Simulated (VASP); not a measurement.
# VO2 (P4_2/mnm) in VASP: a series of runs, part 2 of 3

VASP 6.6.1.

## 4. Single point, PBE, collinear spin, ferromagnetic start

This run uses another cell than the first one, of 10.31 Å³/atom.

File INCAR:

```
PREC = Accurate
ENCUT = 600
EDIFF = 1E-6
ISMEAR = 0
SIGMA = 0.012
LREAL = F
LASPH = T
NELM = 200
ALGO = Normal
ISIF = 2
LWAVE = F
LCHARG = F
ISPIN = 2
MAGMOM = 2 2 0 0 0 0
LORBIT = 11
LMAXMIX = 4
GGA = PE
NBANDS = 38
GGA_COMPAT = F
```

File KPOINTS:

```
regular mesh
0
Gamma
  6 6 9
```

File POSCAR:

```
VO2
1.0
    4.5072020454      0.0000000000      0.0000000000
    0.0000000000      4.5072020454      0.0000000000
    0.0000000000      0.0000000000      3.0444500000
V O
2 4
Direct
    0.5000000000      0.5000000000      0.5000000000
    0.0000000000      0.0000000000      0.0000000000
    0.2003580000      0.7996420000      0.5000000000
    0.7996420000      0.2003580000      0.5000000000
    0.7003580000      0.7003580000      0.0000000000
    0.2996420000      0.2996420000      0.0000000000
```

Potentials or basis: VASP PAW PBE potentials, release 64 (V_sv, O).

Started as:

```console
> cat potpaw_PBE.64/V_sv/POTCAR potpaw_PBE.64/O/POTCAR > POTCAR
> mpirun -np 1 vasp_std > vasp.out
```

OUTCAR:

```text
PREC = Accurate
   ENCUT = 600
   EDIFF = 1E-6
   ISMEAR = 0
   LREAL = F
   LASPH = T
   NELM = 200
   ISIF = 2
   ISPIN = 2
   LORBIT = 11
   GGA = PE

 ion  position               nearest neighbor table
   1  0.500  0.500  0.500-   3 1.91   4 1.91   5 1.99   6 1.99   5 1.99   6 1.99
   2  0.000  0.000  0.000-   5 1.91   6 1.91   3 1.99   4 1.99   3 1.99   4 1.99
   3  0.200  0.800  0.500-   1 1.91   2 1.99   2 1.99
   4  0.800  0.200  0.500-   1 1.91   2 1.99   2 1.99
   5  0.700  0.700  0.000-   2 1.91   1 1.99   1 1.99
   6  0.300  0.300  0.000-   2 1.91   1 1.99   1 1.99

  LATTYP: Found a simple tetragonal cell.
 ALAT       =     4.5072020454
 C/A-ratio  =     0.6754633960

  Lattice vectors:

 A1 = (   4.5072020454,   0.0000000000,   0.0000000000)
 A2 = (   0.0000000000,   4.5072020454,   0.0000000000)
 A3 = (   0.0000000000,   0.0000000000,   3.0444500000)

Analysis of symmetry for initial positions (statically):
=====================================================================
 Subroutine PRICEL returns:
 Original cell was already a primitive cell.

 Routine SETGRP: Setting up the symmetry group for a
 simple tetragonal supercell.

 Subroutine GETGRP returns: Found 16 space group operations
 (whereof  8 operations were pure point group operations)
 out of a pool of 16 trial point group operations.

The static configuration has the point symmetry D_2h.
 The point group associated with its full space group is D_4h.

Analysis of symmetry for dynamics (positions and initial velocities):
=====================================================================
 Subroutine PRICEL returns:
 Original cell was already a primitive cell.

 Routine SETGRP: Setting up the symmetry group for a
 simple tetragonal supercell.

 Subroutine GETGRP returns: Found 16 space group operations
 (whereof  8 operations were pure point group operations)
 out of a pool of 16 trial point group operations.

The dynamic configuration has the point symmetry D_2h.
 The point group associated with its full space group is D_4h.

Analysis of structural, dynamic, and magnetic symmetry:
=====================================================================
 Subroutine PRICEL returns:
 Original cell was already a primitive cell.

 Routine SETGRP: Setting up the symmetry group for a
 simple tetragonal supercell.

 Subroutine GETGRP returns: Found 16 space group operations
 (whereof  8 operations were pure point group operations)
 out of a pool of 16 trial point group operations.

The overall configuration has the point symmetry D_2h.
 The point group associated with its full space group is D_4h.

 Subroutine INISYM returns: Found 16 space group operations
 (whereof  8 operations are pure point group operations),
 and found     1 'primitive' translations

----------------------------------------------------------------------------------------

                                     Primitive cell

  volume of cell :      61.8476

  direct lattice vectors                    reciprocal lattice vectors
     4.507202045  0.000000000  0.000000000     0.221867134  0.000000000  0.000000000
     0.000000000  4.507202045  0.000000000     0.000000000  0.221867134  0.000000000
[... 91 lines left out ...]
   ENCUT  =  600.0 eV  44.10 Ry    6.64 a.u.   9.00  9.00  6.08*2*pi/ulx,y,z
   NELM   =    200;   NELMIN=  2; NELMDL= -5     # of ELM steps
   EDIFF  = 0.1E-05   stopping-criterion for ELM
   LREAL  =      F    real-space projection
[... 7 lines left out ...]
   TEBEG  =    0.0;   TEEND  =   0.0 temperature during run
   PSTRESS=    0.0 pullay stress
   NELECT =      50.0000    total number of electrons
   NUPDOWN=      -1.0000    fix difference up-down
   EMIN   =  10.00;   EMAX   =-10.00  energy-range for DOS
   EFERMI =   0.00;   METHOD = LEGACY
   ISMEAR =     0;   SIGMA  =   0.01  broadening in eV -4-tet -1-fermi 0-gaus
   EFERMI_NEDOS =   21; number of points for ismear=-14 and -15
   IALGO  =     38    algorithm
   IMIX   =      4    mixing-type and parameters
     AMIX     =   0.40;   BMIX     =  1.00
     AMIX_MAG =   1.60;   BMIX_MAG =  1.00
  volume/ion in A,a.u.               =      10.31        69.56
  Fermi-wavevector in a.u.,A,eV,Ry     =   1.525073  2.881969 31.645064  2.325847
  Thomas-Fermi vector in A             =   2.633293
   LORBIT       =     11    0 simple, 1 ext, 2 COOP (PROOUT), +10 PAW based schemes
   GGA     = PE    functional components
   LHFCALC =     F    Hartree Fock is set to
   AEXX    =    0.0000 exact exchange contribution
   IVDW    =     0    specifies the selected vdW correction
   LEPSILON=     F    determine dielectric tensor
   LRPA    =     F    only Hartree local field effects (RPA)
 spin polarized calculation
 Gauss-broadening in eV      SIGMA  =   0.01
  energy-cutoff  :      600.00
  volume of cell :       61.85
 maximum number of plane-waves:      2092
   NGX = 19   NGY = 19   NGZ = 13

 number of electron      49.9999995 magnetization       1.9999093

 Free energy of the ion-electron system (eV)
  ---------------------------------------------------
  ext. energy  EPLUGINS =         0.00000000
  ---------------------------------------------------
  free energy    TOTEN  =       -51.67886436 eV

  energy without entropy =      -51.67866979  energy(sigma->0) =      -51.67876708

 E-fermi :   5.6233     XC(G=0): -11.5401

 val. band max:        5.6232213757   @ k =   0.5000   0.5000   0.3333
 cond. band min:       5.6398896926   @ k =   0.1667   0.0000   0.4444
 fundamental gap:      0.0166683170
 Fermi energy:         5.6232587351

 spin component 1

 k-point     1 :       0.0000    0.0000    0.0000
  band No.  band energies     occupation
      1     -60.3806      1.00000
      2     -60.3722      1.00000
      3     -34.1932      1.00000
      4     -34.1932      1.00000
      5     -34.1551      1.00000
      6     -34.1345      1.00000
[... 949 lines left out ...]
     36      15.5756      0.00000
     37      18.6280      0.00000

 [... further k-points ...]

 spin component 2

 k-point     1 :       0.0000    0.0000    0.0000
  band No.  band energies     occupation
      1     -59.2357      1.00000
      2     -59.2266      1.00000
      3     -33.1069      1.00000
      4     -33.1069      1.00000
      5     -33.0135      1.00000
      6     -32.9911      1.00000
[... 949 lines left out ...]
     36      15.6983      0.00000
     37      18.9531      0.00000

 [... further k-points ...]

 [bands above 37 left out]

------------------------ aborting loop because EDIFF is reached ----------------------------------------

  FORCE on cell =-STRESS in cart. coord.  units (eV):
  Direction    XX          YY          ZZ          XY          YZ          ZX
  --------------------------------------------------------------------------------------
  -------------------------------------------------------------------------------------
  Total       -0.8548208     -0.8548208     -8.3588686      0.0000000      0.0000000      0.0000000
  in kB      -22.1443413    -22.1443413   -216.5385282      0.0000000      0.0000000      0.0000000
  external PRESSURE =     -86.9424036 kB  Pullay stress =       0.0000000 kB

 VOLUME and BASIS-vectors are now :
 -----------------------------------------------------------------------------
  energy-cutoff  :      600.00
  volume of cell :       61.85
      direct lattice vectors                 reciprocal lattice vectors
     4.507202045  0.000000000  0.000000000     0.221867134  0.000000000  0.000000000
     0.000000000  4.507202045  0.000000000     0.000000000  0.221867134  0.000000000
     0.000000000  0.000000000  3.044450000     0.000000000  0.000000000  0.328466554

 POSITION                                       TOTAL-FORCE (eV/Angst)
 -----------------------------------------------------------------------------------
      2.25360      2.25360      1.52222         0.000000      0.000000      0.000000
      0.00000      0.00000      0.00000         0.000000      0.000000      0.000000
      0.90305      3.60415      1.52222        -0.141132      0.141132      0.000000
      3.60415      0.90305      1.52222         0.141132     -0.141132      0.000000
      3.15666      3.15666      0.00000        -0.141132     -0.141132      0.000000
      1.35055      1.35055      0.00000         0.141132      0.141132      0.000000
 -----------------------------------------------------------------------------------
    total drift:                                0.000000      0.000000      0.000000

  FREE ENERGIE OF THE ION-ELECTRON SYSTEM (eV)
  ---------------------------------------------------
  free  energy   TOTEN  =       -51.6788643639 eV

  energy  without entropy=      -51.6786697879  energy(sigma->0) =      -51.67876708

 total charge

# of ion       s       p       d       tot
------------------------------------------
    1        2.267   6.297   2.830  11.393
    2        2.267   6.297   2.830  11.393
    3        1.567   3.455   0.000   5.022
    4        1.567   3.455   0.000   5.022
    5        1.567   3.455   0.000   5.022
    6        1.567   3.455   0.000   5.022
--------------------------------------------------
tot         10.803  26.414   5.659  42.876

 magnetization (x)

# of ion       s       p       d       tot
------------------------------------------
    1        0.015   0.012   1.055   1.082
    2        0.015   0.012   1.055   1.082
    3       -0.002  -0.066   0.000  -0.068
    4       -0.002  -0.066   0.000  -0.068
    5       -0.002  -0.066   0.000  -0.068
    6       -0.002  -0.066   0.000  -0.068
--------------------------------------------------
tot          0.023  -0.241   2.110   1.892
```

It took 6 min on 1 thread of Oxide Virtual Turin-like, shared host; peak memory 0.3 GiB.

What came out:

```yaml
Free_energy: -51.6789 eV
Pressure: -8.7 GPa
Largest_force: 0.200 eV/Å
Band_gap_on_the_k_mesh: zero (filled and empty bands overlap)
Net_moment: 2.00 μB per cell
Site_moments: V +1.08; O -0.07 μB
Valence_electrons_inside_the_program's_atomic_spheres: V 11.39; O 5.02
```

Forces on the atoms (eV/Å):
```
V    0.000  0.000  0.000
V    0.000  0.000  0.000
O   -0.141  0.141  0.000
O    0.141 -0.141  0.000
O   -0.141 -0.141  0.000
O    0.141  0.141  0.000
```

Levels at points of the mesh, in eV from the Fermi level:
Spin up:
| k point | band 22 | band 23 | band 24 | band 25 | band 26 | band 27 | band 28 | band 29 | band 30 | band 31 |
| --- | --- | --- | --- | --- | --- | --- | --- | --- | --- | --- |
| (0.00, 0.00, 0.00) | -1.53 | -1.53 | -1.02 | -0.78 | -0.47 | -0.34 | -0.34 | -0.33 | 1.88 | 1.91 |
| (0.50, 0.00, 0.00) | -3.30 | -1.78 | -1.78 | -0.14 | -0.14 | 0.38 | 0.38 | 0.94 | 0.94 | 3.44 |
| (0.50, 0.50, 0.00) | -2.75 | -2.35 | -2.35 | -0.71 | -0.71 | -0.31 | -0.31 | 1.34 | 1.34 | 3.30 |
Spin down:
```
           k point  band 22  band 23  band 24  band 25  band 26  band 27
(0.00, 0.00, 0.00)    -1.65    -1.65    -1.20     0.60     0.72     0.80
(0.50, 0.00, 0.00)    -3.19    -1.93    -1.93     1.15     1.15     1.55
(0.50, 0.50, 0.00)    -2.82    -2.42    -2.42     0.59     0.59     0.94
```

Caveat: the stress differs along the axes, from -22 to -2 GPa; semilocal functionals often make such compounds metallic where correlation or magnetic order opens a gap, which also shifts bond lengths. With open d or f shells a metallic result of PBE can be an artefact of self-interaction; +U or a hybrid may open a gap.

(Continued in part 3 of 3.)
